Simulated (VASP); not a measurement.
# WSe (Pm-3m) in VASP: a series of runs

Runs on WSe. Level: r2SCAN. Tasks: single point, relaxation of cell and atoms.

Everything below comes from runs of VASP 6.6.1. Logs are shortened: lines on timing, memory, paths and dates and some standing lists are left out, and cuts for length are marked.

## (1) The cell of the first run

It takes space group Pm-3m (No. 221, cubic). Conventional cell: a = 3.131 Å, b = 3.131 Å, c = 3.131 Å, α = 90.00°, β = 90.00°, γ = 90.00°. Within 3.6 Å of W (site symmetry m-3m) lie 8 Se at 2.71 Å and 6 W at 3.13 Å. Se (site symmetry m-3m) has 8 W at 2.71 Å and 6 Se at 3.13 Å within 3.6 Å.

## (2) Single point, r2SCAN

File POSCAR:

```
WSe
1.0
    3.1314590816      0.0000000000      0.0000000000
    0.0000000000      3.1314590816      0.0000000000
    0.0000000000      0.0000000000      3.1314590816
W Se
1 1
Direct
    0.0000000000      0.0000000000      0.0000000000
    0.5000000000      0.5000000000      0.5000000000
```

File INCAR.step1:

```
  PREC = Accurate
  ENCUT = 520
  ISMEAR = 0
  SIGMA = 0.1
  LREAL = F
  LASPH = T
  NELM = 80
  NBANDS = 17
  GGA = PE
  ALGO = Normal
  EDIFF = 1E-4
  LWAVE = T
  LCHARG = F
```

File INCAR.step2:

```
  PREC = Accurate
  ENCUT = 520
  EDIFF = 1E-7
  ISMEAR = 0
  SIGMA = 0.1
  LREAL = F
  LASPH = T
  NELM = 80
  ALGO = Normal
  ISIF = 2
  LWAVE = F
  LCHARG = F
  METAGGA = R2SCAN
  LMIXTAU = T
  NBANDS = 17
  ISTART = 1
```

File KPOINTS:

```
Automatic mesh
0
Gamma
  18 18 18
```

Potentials or basis: VASP PAW PBE potentials, release 64 (W_sv, Se).

Command:

```console
cat potpaw_PBE.64/W_sv/POTCAR potpaw_PBE.64/Se/POTCAR > POTCAR
cp INCAR.step1 INCAR
mpirun -np 1 vasp_std > vasp.out
cp INCAR.step2 INCAR
mpirun -np 1 vasp_std > vasp.out
```

OUTCAR:

```text
PREC = Accurate
   ENCUT = 520
   EDIFF = 1E-7
   ISMEAR = 0
   LREAL = F
   LASPH = T
   NELM = 80
   ISIF = 2
   METAGGA = R2SCAN
   ISTART = 1

 ion  position               nearest neighbor table
   1  0.000  0.000  0.000-   2 2.71   2 2.71   2 2.71   2 2.71   2 2.71   2 2.71   2 2.71   2 2.71

   2  0.500  0.500  0.500-   1 2.71   1 2.71   1 2.71   1 2.71   1 2.71   1 2.71   1 2.71   1 2.71

  LATTYP: Found a simple cubic cell.
 ALAT       =     3.1314590816

  Lattice vectors:

 A1 = (   3.1314590816,   0.0000000000,   0.0000000000)
 A2 = (   0.0000000000,   3.1314590816,   0.0000000000)
 A3 = (   0.0000000000,   0.0000000000,   3.1314590816)

Analysis of symmetry for initial positions (statically):
=====================================================================
 Subroutine PRICEL returns:
 Original cell was already a primitive cell.

 Routine SETGRP: Setting up the symmetry group for a
 simple cubic supercell.

 Subroutine GETGRP returns: Found 48 space group operations
 (whereof 48 operations were pure point group operations)
 out of a pool of 48 trial point group operations.

The static configuration has the point symmetry O_h .

Analysis of symmetry for dynamics (positions and initial velocities):
=====================================================================
 Subroutine PRICEL returns:
 Original cell was already a primitive cell.

 Routine SETGRP: Setting up the symmetry group for a
 simple cubic supercell.

 Subroutine GETGRP returns: Found 48 space group operations
 (whereof 48 operations were pure point group operations)
 out of a pool of 48 trial point group operations.

The dynamic configuration has the point symmetry O_h .

 Subroutine INISYM returns: Found 48 space group operations
 (whereof 48 operations are pure point group operations),
 and found     1 'primitive' translations

----------------------------------------------------------------------------------------

                                     Primitive cell

  volume of cell :      30.7072

  direct lattice vectors                    reciprocal lattice vectors
     3.131459082  0.000000000  0.000000000     0.319339954  0.000000000  0.000000000
     0.000000000  3.131459082  0.000000000     0.000000000  0.319339954  0.000000000
     0.000000000  0.000000000  3.131459082     0.000000000  0.000000000  0.319339954

  length of vectors
     3.131459082  3.131459082  3.131459082     0.319339954  0.319339954  0.319339954

  position of ions in fractional coordinates (direct lattice)
     0.000000000  0.000000000  0.000000000
     0.500000000  0.500000000  0.500000000

  ion indices of the primitive-cell ions
   primitive index   ion index
                 1           1
                 2           2

----------------------------------------------------------------------------------------

 KPOINTS: Automatic mesh

Automatic generation of k-mesh.
 Grid dimensions read from file:
 generate k-points for:   18   18   18

 Generating k-lattice:

  Cartesian coordinates                     Fractional coordinates (reciprocal lattice)
     0.017741109  0.000000000  0.000000000     0.055555556  0.000000000  0.000000000
     0.000000000  0.017741109  0.000000000     0.000000000  0.055555556  0.000000000
     0.000000000  0.000000000  0.017741109     0.000000000  0.000000000  0.055555556

  Length of vectors
     0.017741109  0.017741109  0.017741109

  Shift w.r.t. Gamma in fractional coordinates (k-lattice)
     0.000000000  0.000000000  0.000000000

 Subroutine IBZKPT returns following result:
 ===========================================

 Found    220 irreducible k-points:

 Following reciprocal coordinates:
            Coordinates               Weight
  0.000000  0.000000  0.000000      1.000000
  0.055556  0.000000  0.000000      6.000000
  0.111111  0.000000  0.000000      6.000000
  0.166667  0.000000  0.000000      6.000000
  0.222222  0.000000  0.000000      6.000000
  0.277778  0.000000  0.000000      6.000000
[... 16 lines left out ...]
  0.277778  0.111111  0.000000     24.000000
  0.333333  0.111111  0.000000     24.000000
 [... further k-points ...]
   k-points           NKPTS =    220   k-points in BZ     NKDIM =    220   number of bands    NBANDS=     17
   number of dos      NEDOS =    301   number of ions     NIONS =      2
   total plane-waves  NPLWV =  13824
   dimension x,y,z NGX =    24 NGY =   24 NGZ =   24
   dimension x,y,z NGXF=    48 NGYF=   48 NGZF=   48
   ions per type =               1   1
   NGX,Y,Z   is equivalent  to a cutoff of  12.74, 12.74, 12.74 a.u.
   NGXF,Y,Z  is equivalent  to a cutoff of  25.48, 25.48, 25.48 a.u.
 SYSTEM =  unknown system
   PREC   = accura    normal or accurate (medium, high low for compatibility)
   ISTART =      1    job   : 0-new  1-cont  2-samecut
   ICHARG =      0    charge: 1-file 2-atom 10-const
   ISPIN  =      1    spin polarized calculation?
   LNONCOLLINEAR =      F non collinear calculations
   LSORBIT =      F    spin-orbit coupling
   LASPH  =      T    aspherical Exc in radial PAW
   ENCUT  =  520.0 eV  38.22 Ry    6.18 a.u.   5.82  5.82  5.82*2*pi/ulx,y,z
   NELM   =     80;   NELMIN=  2; NELMDL=  0     # of ELM steps
   EDIFF  = 0.1E-06   stopping-criterion for ELM
   LREAL  =      F    real-space projection
   EDIFFG = 0.1E-05   stopping-criterion for IOM
   NSW    =      0    number of steps for IOM
   IBRION =     -1    ionic relax: 0-MD 1-quasi-New 2-CG
   NFREE  =      0    steps in history (QN), initial steepest desc. (CG)
   ISIF   =      2    stress and relaxation
   ISYM   =      2    0-nonsym 1-usesym 2-fastsym
   POTIM  = 0.5000    time-step for ionic-motion
   TEBEG  =    0.0;   TEEND  =   0.0 temperature during run
   PSTRESS=    0.0 pullay stress
   NELECT =      20.0000    total number of electrons
   NUPDOWN=      -1.0000    fix difference up-down
   EMIN   =  10.00;   EMAX   =-10.00  energy-range for DOS
   EFERMI =   0.00;   METHOD = LEGACY
   ISMEAR =     0;   SIGMA  =   0.10  broadening in eV -4-tet -1-fermi 0-gaus
   EFERMI_NEDOS =   21; number of points for ismear=-14 and -15
   IALGO  =     38    algorithm
   IMIX   =      4    mixing-type and parameters
     AMIX     =   0.40;   BMIX     =  1.00
     AMIX_MAG =   1.60;   BMIX_MAG =  1.00
  volume/ion in A,a.u.               =      15.35       103.61
  Fermi-wavevector in a.u.,A,eV,Ry     =   1.419073  2.681659 27.398982  2.013768
  Thomas-Fermi vector in A             =   2.540132
   LORBIT       =      0    0 simple, 1 ext, 2 COOP (PROOUT), +10 PAW based schemes
   METAGGA = R2SCAN    functional components
   LHFCALC =     F    Hartree Fock is set to
   AEXX    =    0.0000 exact exchange contribution
   IVDW    =     0    specifies the selected vdW correction
   LEPSILON=     F    determine dielectric tensor
   LRPA    =     F    only Hartree local field effects (RPA)
 non-spin polarized calculation
 Gauss-broadening in eV      SIGMA  =   0.10
  energy-cutoff  :      520.00
  volume of cell :       30.71
 maximum number of plane-waves:       849
 NGX is ok and might be reduce to    24
   NGX = 11   NGY = 11   NGZ = 11

 number of electron      20.0000004 magnetization

 Free energy of the ion-electron system (eV)
  ---------------------------------------------------
  ext. energy  EPLUGINS =         0.00000000
  ---------------------------------------------------
  free energy    TOTEN  =       -64.45869065 eV

  energy without entropy =      -64.45211251  energy(sigma->0) =      -64.45540158

 E-fermi :  11.0572     XC(G=0): -13.8641

 val. band max:       11.0548786031   @ k =   0.4444   0.3333   0.2778
 cond. band min:      11.0585077559   @ k =   0.2778   0.2778   0.2778
 fundamental gap:      0.0036291528
 Fermi energy:        11.0572312735

 k-point     1 :       0.0000    0.0000    0.0000
  band No.  band energies     occupation
      1     -65.2967      2.00000
      2     -28.7911      2.00000
      3     -28.7911      2.00000
      4     -28.7911      2.00000
      5      -7.1098      2.00000
      6       6.7984      2.00000
[... 9 lines left out ...]
     16      21.3656      0.00000
     17      27.6732      0.00000

 k-point     2 :       0.0556    0.0000    0.0000
  band No.  band energies     occupation
      1     -65.2964      2.00000
      2     -28.8003      2.00000
      3     -28.7902      2.00000
      4     -28.7902      2.00000
      5      -7.0629      2.00000
      6       6.5658      2.00000
[... 9 lines left out ...]
     16      21.4852      0.00000
     17      27.5797      0.00000

 k-point     3 :       0.1111    0.0000    0.0000
  band No.  band energies     occupation
      1     -65.2953      2.00000
      2     -28.8268      2.00000
      3     -28.7878      2.00000
      4     -28.7878      2.00000
      5      -6.9241      2.00000
      6       5.9003      2.00000
[... 9 lines left out ...]
     16      21.8500      0.00000
     17      26.6978      0.00000

 k-point     4 :       0.1667    0.0000    0.0000
  band No.  band energies     occupation
      1     -65.2937      2.00000
      2     -28.8672      2.00000
      3     -28.7840      2.00000
      4     -28.7840      2.00000
      5      -6.6997      2.00000
      6       4.9736      2.00000
[... 9 lines left out ...]
     16      22.4581      0.00000
     17      25.3784      0.00000

 k-point     5 :       0.2222    0.0000    0.0000
  band No.  band energies     occupation
      1     -65.2918      2.00000
      2     -28.9163      2.00000
      3     -28.7793      2.00000
      4     -28.7793      2.00000
      5      -6.4014      2.00000
      6       3.9623      2.00000
[... 9 lines left out ...]
     16      23.1980      0.00000
     17      24.0665      0.00000

 k-point     6 :       0.2778    0.0000    0.0000
  band No.  band energies     occupation
      1     -65.2897      2.00000
      2     -28.9682      2.00000
      3     -28.7743      2.00000
      4     -28.7743      2.00000
      5      -6.0471      2.00000
      6       2.9723      2.00000
[... 9 lines left out ...]
     16      22.8325      0.00000
     17      22.8325      0.00000

 k-point     7 :       0.3333    0.0000    0.0000
  band No.  band energies     occupation
      1     -65.2877      2.00000
      2     -29.0165      2.00000
      3     -28.7696      2.00000
      4     -28.7696      2.00000
      5      -5.6661      2.00000
      6       2.0739      2.00000
[... 9 lines left out ...]
     16      21.7087      0.00000
     17      21.7087      0.00000

 k-point     8 :       0.3889    0.0000    0.0000
  band No.  band energies     occupation
      1     -65.2861      2.00000
      2     -29.0556      2.00000
      3     -28.7658      2.00000
      4     -28.7658      2.00000
      5      -5.3046      2.00000
      6       1.3336      2.00000
[... 9 lines left out ...]
     16      20.7401      0.00000
     17      20.7401      0.00000
[... 203 lines left out ...]
      1     -65.2843      2.00000
      2     -29.0884      2.00000
      3     -28.7711      2.00000
      4     -28.7617      2.00000
      5      -4.9162      2.00000
      6       0.7133      2.00000
[... 9 lines left out ...]
     16      18.6733      0.00000
     17      19.9511      0.00000

 k-point    20 :       0.1111    0.1111    0.0000
  band No.  band energies     occupation
      1     -65.2939      2.00000
      2     -28.8255      2.00000
      3     -28.8210      2.00000
      4     -28.7845      2.00000
      5      -6.7466      2.00000
      6       5.9752      2.00000
[... 9 lines left out ...]
     16      21.6111      0.00000
     17      25.1107      0.00000

 k-point    21 :       0.1667    0.1111    0.0000
  band No.  band energies     occupation
      1     -65.2923      2.00000
      2     -28.8635      2.00000
      3     -28.8189      2.00000
      4     -28.7807      2.00000
      5      -6.5329      2.00000
      6       5.0453      2.00000
[... 9 lines left out ...]
     16      22.0649      0.00000
     17      23.8745      0.00000

 k-point    22 :       0.2222    0.1111    0.0000
  band No.  band energies     occupation
      1     -65.2904      2.00000
      2     -28.9122      2.00000
      3     -28.8140      2.00000
      4     -28.7762      2.00000
      5      -6.2496      2.00000
      6       4.0552      2.00000
[... 9 lines left out ...]
     16      22.6244      0.00000
     17      22.9287      0.00000

 k-point    23 :       0.2778    0.1111    0.0000
  band No.  band energies     occupation
      1     -65.2883      2.00000
      2     -28.9637      2.00000
      3     -28.8087      2.00000
      4     -28.7713      2.00000
      5      -5.9151      2.00000
      6       3.1009      2.00000
[... 9 lines left out ...]
     16      21.4118      0.00000
     17      22.6685      0.00000

 k-point    24 :       0.3333    0.1111    0.0000
  band No.  band energies     occupation
      1     -65.2863      2.00000
      2     -29.0116      2.00000
      3     -28.8036      2.00000
      4     -28.7667      2.00000
      5      -5.5582      2.00000
      6       2.2427      2.00000
[... 9 lines left out ...]
     16      20.2555      0.00000
     17      21.8096      0.00000

 [... further k-points ...]
[... 5 lines left out ...]
  --------------------------------------------------------------------------------------
  -------------------------------------------------------------------------------------
  Total        0.1233736      0.1233736      0.1233736      0.0000000      0.0000000     -0.0000000
  in kB        6.4371350      6.4371350      6.4371350      0.0000000      0.0000000     -0.0000000
  external PRESSURE =       6.4371350 kB  Pullay stress =       0.0000000 kB

 VOLUME and BASIS-vectors are now :
 -----------------------------------------------------------------------------
  energy-cutoff  :      520.00
  volume of cell :       30.71
      direct lattice vectors                 reciprocal lattice vectors
     3.131459082  0.000000000  0.000000000     0.319339954  0.000000000  0.000000000
     0.000000000  3.131459082  0.000000000     0.000000000  0.319339954  0.000000000
     0.000000000  0.000000000  3.131459082     0.000000000  0.000000000  0.319339954

 POSITION                                       TOTAL-FORCE (eV/Angst)
 -----------------------------------------------------------------------------------
      0.00000      0.00000      0.00000         0.000000      0.000000      0.000000
      1.56573      1.56573      1.56573         0.000000      0.000000      0.000000
 -----------------------------------------------------------------------------------
    total drift:                                0.000000      0.000000      0.000000

  FREE ENERGIE OF THE ION-ELECTRON SYSTEM (eV)
  ---------------------------------------------------
  free  energy   TOTEN  =       -64.4586906520 eV

  energy  without entropy=      -64.4521125127  energy(sigma->0) =      -64.45540158
```

Wall time 92 s (1 thread of Intel Xeon 6975P-C (Granite Rapids), shared host); peak memory 0.23 GiB.

Results:

- Free energy: -64.4587 eV
- Pressure: 0.6 GPa
- Band gap on the k mesh: zero (band 10 reaches 13.29 eV, above the bottom of band 11 at 10.10 eV)

Caveat: the PAW data sets were made with another functional, which shifts forces and pressure a little; spin-orbit coupling is left out, which moves the levels of the heavy elements.

## (3) Relaxation of cell and atoms, r2SCAN, collinear spin, ferrimagnetic start

This run uses another cell than the first one, of 21.64 Å³/atom, 1.409 times its volume.

File POSCAR:

```
WSe
1.0
    3.5107168453      0.0000000000      0.0000000000
    0.0000000000      3.5107168453      0.0000000000
    0.0000000000      0.0000000000      3.5107168453
W Se
1 1
Direct
    0.0000000000      0.0000000000      0.0000000000
    0.5000000000      0.5000000000      0.5000000000
```

File INCAR.step1:

```
SYSTEM = WSe
  PREC = Accurate
  ENCUT = 600
  ISMEAR = 0
  SIGMA = 0.1
  LREAL = .FALSE.
  LASPH = .TRUE.
  NELM = 150
  ISPIN = 2
  MAGMOM = 1.84 -0.19
  LMAXMIX = 4
  GGA = PE
  ALGO = Normal
  EDIFF = 1E-4
  LWAVE = .TRUE.
  LCHARG = .FALSE.
```

File INCAR.step2:

```
SYSTEM = WSe
  PREC = Accurate
  ENCUT = 600
  EDIFF = 1E-6
  ISMEAR = 0
  SIGMA = 0.1
  LREAL = .FALSE.
  LASPH = .TRUE.
  NELM = 150
  ALGO = Normal
  ISIF = 3
  LWAVE = .FALSE.
  LCHARG = .FALSE.
  ISPIN = 2
  MAGMOM = 1.84 -0.19
  LORBIT = 11
  LMAXMIX = 4
  METAGGA = R2SCAN
  LMIXTAU = .TRUE.
  IBRION = 2
  NSW = 90
  EDIFFG = -0.04
  ISTART = 1
```

File KPOINTS:

```
Automatic mesh
0
G
  6 6 6
  0 0 0
```

Potentials or basis: VASP PAW PBE potentials, release 64 (W_sv, Se).

Command:

```console
cat potpaw_PBE.64/W_sv/POTCAR potpaw_PBE.64/Se/POTCAR > POTCAR
cp INCAR.step1 INCAR
mpirun -np 1 vasp_std > vasp.out
cp INCAR.step2 INCAR
mpirun -np 1 vasp_std > vasp.out
```

Run time: 4.5 min. Hardware: 1 thread of Intel Xeon 6975P-C (Granite Rapids), shared host; peak memory 0.22 GiB.

It converged, with:

```
Free energy                                           : -64.5028 eV
Relaxed volume                                        : 15.39 Å³/atom
Relaxed cell                                          : a = 3.134 Å, b = 3.134 Å, c = 3.134 Å, α = 90.00°, β = 90.00°, γ = 90.00°
Space group after relaxing (to 0.05 Å)                : Pm-3m (No. 221)
Energy gained by relaxing                             : 764.8 meV/atom
Ionic steps                                           : 7
Pressure after relaxing                               : 0.0 GPa
Band gap on the k mesh                                : zero (filled and empty bands overlap)
Net moment                                            : 0.00 μB per cell
Valence electrons inside the program's atomic spheres : W 11.94; Se 3.97
```

The path:
```tsv
step	energy change (eV)	largest force (eV/Å)	pressure (GPa)	volume (Å³)
1	0.0000	0.0000	-25.45	43.27
2	-0.4733	0.0000	72.00	25.12
3	-1.5258	0.0000	-2.92	31.19
4	-1.5294	0.0000	-0.77	30.88
5	-1.5294	0.0000	0.83	30.66
6	-1.5286	0.0000	-1.52	30.99
7	-1.5297	0.0000	0.01	30.77
```

Final structure:
```xyz
2
Lattice="3.1337 0.0000 0.0000 0.0000 3.1337 0.0000 0.0000 0.0000 3.1337" Properties=species:S:1:pos:R:3 pbc="T T T"
W     0.0000    0.0000    0.0000
Se    1.5668    1.5668    1.5668
```

Levels at points of the mesh, in eV from the Fermi level:
Spin up:
| k point | band 7 | band 8 | band 9 | band 10 | band 11 | band 12 | band 13 | band 14 |
| --- | --- | --- | --- | --- | --- | --- | --- | --- |
| (0.00, 0.00, 0.00) | -4.38 | -2.64 | -2.64 | -2.64 | 0.88 | 0.88 | 0.88 | 1.90 |
| (0.50, 0.00, 0.00) | -4.50 | -4.50 | -3.33 | 1.31 | 2.37 | 4.81 | 4.81 | 5.19 |
| (0.50, 0.50, 0.00) | -7.29 | -4.53 | -1.17 | -1.17 | -0.95 | 0.47 | 2.90 | 4.40 |
| (0.50, 0.50, 0.50) | -8.69 | -8.69 | 2.10 | 2.10 | 2.10 | 3.05 | 3.05 | 5.55 |
Spin down:
| k point | band 7 | band 8 | band 9 | band 10 | band 11 | band 12 | band 13 | band 14 |
| --- | --- | --- | --- | --- | --- | --- | --- | --- |
| (0.00, 0.00, 0.00) | -4.38 | -2.64 | -2.64 | -2.64 | 0.88 | 0.88 | 0.88 | 1.90 |
| (0.50, 0.00, 0.00) | -4.50 | -4.50 | -3.33 | 1.31 | 2.37 | 4.81 | 4.81 | 5.19 |
| (0.50, 0.50, 0.00) | -7.29 | -4.53 | -1.17 | -1.17 | -0.95 | 0.47 | 2.90 | 4.40 |
| (0.50, 0.50, 0.50) | -8.69 | -8.69 | 2.10 | 2.10 | 2.10 | 3.05 | 3.05 | 5.55 |

Caveat: the volume moved by over 15 % at a fixed basis, so the end points are rough; the PAW data sets were made with another functional, which shifts forces and pressure a little; spin-orbit coupling is left out, which moves the levels of the heavy elements.
